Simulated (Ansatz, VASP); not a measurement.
# Two plane-wave programs on Si5Mo

```xyz
6
Lattice="2.9085 0.0000 0.0000 -1.4543 2.5189 0.0000 0.0000 0.0000 12.1607" Properties=species:S:1:pos:R:3 pbc="T T T"
Si    1.4543    0.8396   10.2099
Si    0.0000    0.0000    8.1946
Si    1.4543    0.8396    6.0803
Si    0.0000    0.0000    3.9661
Si    1.4543    0.8396    1.9508
Mo    0.0000    0.0000    0.0000
```

Change from the starting cell: species swapped into the MgCd5 type (P-6m2, No. 187).

Alike in both runs: functional PBE; k mesh 12 × 12 × 4; occupations gaussian, width 0.1 eV; no spin polarisation.

Ansatz relaxed the structure, and its values are those at the end. VASP's run is a single point on that final structure, the one shown.

|  | VASP | Ansatz |
| --- | --- | --- |
| version | VASP 6.6.1 | Ansatz 0.2.0 |
| potentials or method | VASP PAW PBE potentials, release 64 (Si, Mo_sv), cutoff 520 eV | scalar-relativistic, plane waves, PAW |
| valence electrons in the cell | 34 | 34 |

|  | VASP | Ansatz | Ansatz less VASP |
| --- | --- | --- | --- |
| gap on the k mesh at the Fermi level (eV) | none | none | - |
| pressure (GPa) | 0.1 | 0.0 | -0.05 |
| rms of the force components (eV/Å) | 0.006 | 0.001 | -0.0050 |

A gap of «none» marks a metal or a gap that the smearing closes.
